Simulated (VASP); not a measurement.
# AlN (F-43m) in VASP: G0W0 quasiparticle levels with PBE

Aim: the G0W0 quasiparticle levels of AlN with PBE.

Everything below comes from runs of VASP 6.6.1. Logs are shortened: lines on timing, memory, paths and dates and some standing lists are left out, and cuts for length are marked.

## Step 1: The cell of the first run

Symmetry: F-43m, No. 216, cubic system. Conventional cell: a = 4.370 Å, b = 4.370 Å, c = 4.370 Å, α = 90.00°, β = 90.00°, γ = 90.00°. Al (site symmetry -43m) has 4 N at 1.89 Å within 2.5 Å. N (site symmetry -43m) has 4 Al at 1.89 Å within 2.5 Å.

## Step 2: G0W0 quasiparticle levels, PBE

Contents of POSCAR:

```
AlN
1.0
    0.0000000000      2.1848764830      2.1848764830
    2.1848764830      0.0000000000      2.1848764830
    2.1848764830      2.1848764830      0.0000000000
Al N
1 1
Direct
    0.0000000000      0.0000000000      0.0000000000
    0.7500000000      0.7500000000      0.7500000000
```

Contents of INCAR.step1:

```
SYSTEM = AlN
ALGO = Normal
EDIFF = 1E-8
ENCUT = 500
GGA = PE
ISMEAR = 0
LASPH = .True.
LCHARG = .False.
LREAL = .False.
LWAVE = .True.
NELM = 100
PREC = Accurate
SIGMA = 0.01
```

Contents of INCAR.step2:

```
SYSTEM = AlN
ALGO = Exact
EDIFF = 1E-8
ENCUT = 500
GGA = PE
ISMEAR = 0
ISTART = 1
LASPH = .True.
LCHARG = .False.
LOPTICS = .True.
LREAL = .False.
LWAVE = .True.
NBANDS = 82
NELM = 1
PREC = Accurate
SIGMA = 0.01
```

Contents of INCAR.step3:

```
SYSTEM = AlN
ALGO = EVGW0
EDIFF = 1E-8
ENCUT = 500
ENCUTGW = 140.0
GGA = PE
ISMEAR = 0
ISTART = 1
LASPH = .True.
LCHARG = .False.
LREAL = .False.
LWAVE = .False.
NBANDS = 82
NBANDSGW = 12
NELMGW = 1
NOMEGA = 96
OMEGAMAX = 20
PREC = Accurate
PRECFOCK = Fast
SIGMA = 0.01
```

Contents of KPOINTS:

```
k-points
0
Gamma
  6 6 6
  0 0 0
```

Potentials or basis: VASP PAW PBE potentials, release 64 (Al_GW, N_GW).

On the command line:

```console
$ cat potpaw_PBE.64/Al_GW/POTCAR potpaw_PBE.64/N_GW/POTCAR > POTCAR
$ cp INCAR.step1 INCAR
$ mpirun -np 1 vasp_std > vasp.out
$ cp INCAR.step2 INCAR
$ mpirun -np 1 vasp_std > vasp.out
$ cp INCAR.step3 INCAR
$ mpirun -np 1 vasp_std > vasp.out
```

OUTCAR:

```text
SYSTEM = AlN
   EDIFF = 1E-8
   ENCUT = 500
   ENCUTGW = 140.0
   GGA = PE
   ISMEAR = 0
   ISTART = 1
   LASPH = .True.
   LREAL = .False.
   NELMGW = 1
   PREC = Accurate
   PRECFOCK = Fast

 ion  position               nearest neighbor table
   1  0.000  0.000  0.000-   2 1.89   2 1.89   2 1.89   2 1.89
   2  0.750  0.750  0.750-   1 1.89   1 1.89   1 1.89   1 1.89

  LATTYP: Found a face centered cubic cell.
 ALAT       =     4.3697529660

  Lattice vectors:

 A1 = (   0.0000000000,   2.1848764830,   2.1848764830)
 A2 = (   2.1848764830,   0.0000000000,   2.1848764830)
 A3 = (   2.1848764830,   2.1848764830,   0.0000000000)

Analysis of symmetry for initial positions (statically):
=====================================================================
 Subroutine PRICEL returns:
 Original cell was already a primitive cell.

 Routine SETGRP: Setting up the symmetry group for a
 face centered cubic supercell.

 Subroutine GETGRP returns: Found 24 space group operations
 (whereof 24 operations were pure point group operations)
 out of a pool of 48 trial point group operations.

The static configuration has the point symmetry T_d .

Analysis of symmetry for dynamics (positions and initial velocities):
=====================================================================
 Subroutine PRICEL returns:
 Original cell was already a primitive cell.

 Routine SETGRP: Setting up the symmetry group for a
 face centered cubic supercell.

 Subroutine GETGRP returns: Found 24 space group operations
 (whereof 24 operations were pure point group operations)
 out of a pool of 48 trial point group operations.

The dynamic configuration has the point symmetry T_d .

 Subroutine INISYM returns: Found 24 space group operations
 (whereof 24 operations are pure point group operations),
 and found     1 'primitive' translations

----------------------------------------------------------------------------------------

                                     Primitive cell

  volume of cell :      20.8598

  direct lattice vectors                    reciprocal lattice vectors
     0.000000000  2.184876483  2.184876483    -0.228845888  0.228845888  0.228845888
     2.184876483  0.000000000  2.184876483     0.228845888 -0.228845888  0.228845888
     2.184876483  2.184876483  0.000000000     0.228845888  0.228845888 -0.228845888

  length of vectors
     3.089881954  3.089881954  3.089881954     0.396372706  0.396372706  0.396372706

  position of ions in fractional coordinates (direct lattice)
     0.000000000  0.000000000  0.000000000
     0.750000000  0.750000000  0.750000000

  ion indices of the primitive-cell ions
   primitive index   ion index
                 1           1
                 2           2

----------------------------------------------------------------------------------------

 KPOINTS: k-points

Automatic generation of k-mesh.
 Grid dimensions read from file:
 generate k-points for:    6    6    6

 Generating k-lattice:

  Cartesian coordinates                     Fractional coordinates (reciprocal lattice)
    -0.038140981  0.038140981  0.038140981     0.166666667  0.000000000  0.000000000
     0.038140981 -0.038140981  0.038140981     0.000000000  0.166666667  0.000000000
     0.038140981  0.038140981 -0.038140981     0.000000000  0.000000000  0.166666667

  Length of vectors
     0.066062118  0.066062118  0.066062118

  Shift w.r.t. Gamma in fractional coordinates (k-lattice)
     0.000000000  0.000000000  0.000000000

 Subroutine IBZKPT returns following result:
 ===========================================

 Found     16 irreducible k-points:

 Following reciprocal coordinates:
            Coordinates               Weight
  0.000000  0.000000  0.000000      1.000000
  0.166667  0.000000  0.000000      8.000000
  0.333333  0.000000  0.000000      8.000000
  0.500000  0.000000  0.000000      4.000000
  0.166667  0.166667  0.000000      6.000000
  0.333333  0.166667  0.000000     24.000000
[... 8 lines left out ...]
 -0.333333  0.333333  0.166667     24.000000
 -0.333333  0.500000  0.166667     12.000000
   k-points           NKPTS =     16   k-points in BZ     NKDIM =    216   number of bands    NBANDS=     82
   number of dos      NEDOS =    301   number of ions     NIONS =      2
   total plane-waves  NPLWV =  13824
   dimension x,y,z NGX =    24 NGY =   24 NGZ =   24
   dimension x,y,z NGXF=    48 NGYF=   48 NGZF=   48
   ions per type =               1   1
   NGX,Y,Z   is equivalent  to a cutoff of  12.91, 12.91, 12.91 a.u.
   NGXF,Y,Z  is equivalent  to a cutoff of  25.83, 25.83, 25.83 a.u.
 SYSTEM =  AlN
   PREC   = accura    normal or accurate (medium, high low for compatibility)
   ISTART =      1    job   : 0-new  1-cont  2-samecut
   ICHARG =      0    charge: 1-file 2-atom 10-const
   ISPIN  =      1    spin polarized calculation?
   LNONCOLLINEAR =      F non collinear calculations
   LSORBIT =      F    spin-orbit coupling
   LASPH  =      T    aspherical Exc in radial PAW
   ENCUT  =  500.0 eV  36.75 Ry    6.06 a.u.   5.63  5.63  5.63*2*pi/ulx,y,z
   NELM   =     60;   NELMIN=  2; NELMDL=  0     # of ELM steps
   EDIFF  = 0.1E-07   stopping-criterion for ELM
   LREAL  =      F    real-space projection
   EDIFFG = 0.1E-06   stopping-criterion for IOM
   NSW    =      0    number of steps for IOM
   IBRION =     -1    ionic relax: 0-MD 1-quasi-New 2-CG
   NFREE  =      0    steps in history (QN), initial steepest desc. (CG)
   ISIF   =      0    stress and relaxation
   ISYM   =      3    0-nonsym 1-usesym 2-fastsym
   POTIM  = 0.5000    time-step for ionic-motion
   TEBEG  =    0.0;   TEEND  =   0.0 temperature during run
   PSTRESS=    0.0 pullay stress
   NELECT =       8.0000    total number of electrons
   NUPDOWN=      -1.0000    fix difference up-down
   EMIN   =  10.00;   EMAX   =-10.00  energy-range for DOS
   EFERMI =   0.00;   METHOD = LEGACY
   ISMEAR =     0;   SIGMA  =   0.01  broadening in eV -4-tet -1-fermi 0-gaus
   EFERMI_NEDOS =   21; number of points for ismear=-14 and -15
   IALGO  =     38    algorithm
   IMIX   =      4    mixing-type and parameters
     AMIX     =   0.40;   BMIX     =  1.00
     AMIX_MAG =   1.60;   BMIX_MAG =  1.00
  volume/ion in A,a.u.               =      10.43        70.38
  Fermi-wavevector in a.u.,A,eV,Ry     =   1.189418  2.247675 19.248377  1.414716
  Thomas-Fermi vector in A             =   2.325526
   LORBIT       =      0    0 simple, 1 ext, 2 COOP (PROOUT), +10 PAW based schemes
   GGA     = PE    functional components
   LHFCALC =     T    Hartree Fock is set to
   PRECFOCK=fast      Normal, Fast or Accurate (Low or Medium for compatibility)
   ENCUT4O =  -1.0   cutoff for four orbital integrals eV
   NKREDX  =     1    reduce k-point grid by
   NKREDY  =     1    reduce k-point grid by
   NKREDZ  =     1    reduce k-point grid by
   AEXX    =    1.0000 exact exchange contribution
   HFSCREEN=    0.0000 screening length (either q_TF or 0.3 A-1)
   HFSCREENC=   0.0000 screening length for correlation (either q_TF or 0.3 A-1)
   ENCUTFOCK=  -1.0 apply spherical cutoff to Coloumb kernel
   IVDW    =     0    specifies the selected vdW correction
   LEPSILON=     F    determine dielectric tensor
   LRPA    =     F    only Hartree local field effects (RPA)
   LRPAFORCE           =     F    calculate RPA forces
   ENCUTGW             = 140.0    cutoff for response function in eV
   ENCUTGWSOFT         = 112.0    soft cutoff for Coulomb kernel in GW response function in eV
   ENCUTLF             =  -1.0    cutoff for local field effects
   NELMGW              =     1    number of iterations in solving QP/BSE equation
   NELMHF              =     1    number of iterations in the inner HF iteration
   NKREDLFX            =     1    NKREDLFY  =   1   NKREDLFZ  =   1
 non-spin polarized calculation
 Gauss-broadening in eV      SIGMA  =   0.01
  energy-cutoff  :      500.00
  volume of cell :       20.86
 maximum number of plane-waves:       544
 NGX is ok and might be reduce to    24
  NGX = 14; NGY = 14; NGZ = 14
   NGX = 11   NGY = 11   NGZ = 11
 maximum number of plane-waves:        82
 NGX is ok and might be reduce to    14

 QP shifts <psi_nk| G(iteration)W_0 |psi_nk>: iteration 1
 for sc-GW calculations column KS-energies equals QP-energies in previous step
 and V_xc(KS)=  KS-energies - (<T + V_ion + V_H > + <T+V_H+V_ion>^1  + <V_x>^1)

 k-point   1 :       0.0000    0.0000    0.0000
  band No.  KS-energies  QP-energies   sigma(KS)   V_xc(KS)     V^pw_x(r,r')   Z            occupation Imag(sigma)

      1     -10.0406     -11.4958     -16.7714     -14.7916     -24.7667       0.7350       2.0000       1.2079
      2       4.9386       4.1153     -17.8125     -16.7545     -20.7689       0.7782       2.0000       0.0368
      3       4.9386       4.1153     -17.8125     -16.7545     -20.7689       0.7782       2.0000       0.0368
      4       4.9386       4.1153     -17.8125     -16.7545     -20.7689       0.7782       2.0000       0.0368
      5       9.1192       9.8655     -11.5791     -12.4998      -7.8612       0.8106       0.0000      -0.0479
      6      17.4757      18.4456      -9.0644     -10.2741      -4.0454       0.8018       0.0000      -0.0890
      7      17.4757      18.4456      -9.0644     -10.2741      -4.0454       0.8018       0.0000      -0.0890
      8      17.4757      18.4456      -9.0644     -10.2741      -4.0454       0.8018       0.0000      -0.0890
      9      22.6076      23.5816      -9.2126     -10.4492      -3.6930       0.7876       0.0000      -0.2387
     10      22.6076      23.5816      -9.2126     -10.4492      -3.6930       0.7876       0.0000      -0.2387
     11      24.0038      24.4677      -9.0575      -9.6471      -2.5902       0.7867       0.0000      -0.7377
     12      24.0038      24.4677      -9.0575      -9.6471      -2.5902       0.7867       0.0000      -0.7377

 k-point   2 :       0.1667    0.0000    0.0000
  band No.  KS-energies  QP-energies   sigma(KS)   V_xc(KS)     V^pw_x(r,r')   Z            occupation Imag(sigma)
[... 225 lines left out ...]
      1      -7.3197      -8.6119     -18.6176     -16.8540     -26.2418       0.7327       2.0000       0.8455
      2       0.6251      -0.5617     -15.2688     -13.6554     -19.0746       0.7356       2.0000       0.0890
      3       2.1585       1.0266     -15.9492     -14.4551     -19.3685       0.7576       2.0000       0.0601
      4       2.4352       1.3311     -15.4873     -14.0437     -18.6302       0.7649       2.0000       0.0528
      5      10.1832      10.8391     -10.2807     -11.0906      -6.3989       0.8098       0.0000      -0.0514
      6      15.2426      16.1857     -10.0176     -11.1878      -5.3929       0.8059       0.0000      -0.0665
      7      17.9020      18.7912      -9.8846     -11.0180      -4.2802       0.7846       0.0000      -0.1968
      8      17.9453      19.2691     -12.4423     -14.1759      -6.8419       0.7636       0.0000      -0.1494
      9      21.4824      22.4560     -10.4222     -11.7274      -4.0003       0.7460       0.0000      -0.3308
     10      25.1220      25.9449      -9.3023     -10.3644      -2.9651       0.7747       0.0000      -0.4911
     11      29.4596      30.7485     -10.9285     -12.5683      -4.0201       0.7861       0.0000      -0.9398
     12      30.5446      31.8894     -10.6886     -12.3954      -4.1394       0.7879       0.0000      -0.8903
```

Wall time 4.1 min (1 thread of AMD EPYC 7R13 (Zen 3), shared host); peak memory 0.34 GiB.

Results:

| Quantity | Value |
| --- | --- |
| Quasiparticle gap | 4.59 eV |
| Least direct quasiparticle gap | 5.75 eV |
| Band gap of the starting levels on the mesh | 3.31 eV |
| Least direct gap of the starting levels on the mesh | 4.18 eV |

Caveat: the k points lie up to 0.42 Å⁻¹ apart; bands, screening cutoff and mesh are small and nothing is extrapolated, so the quasiparticle values aren't converged.
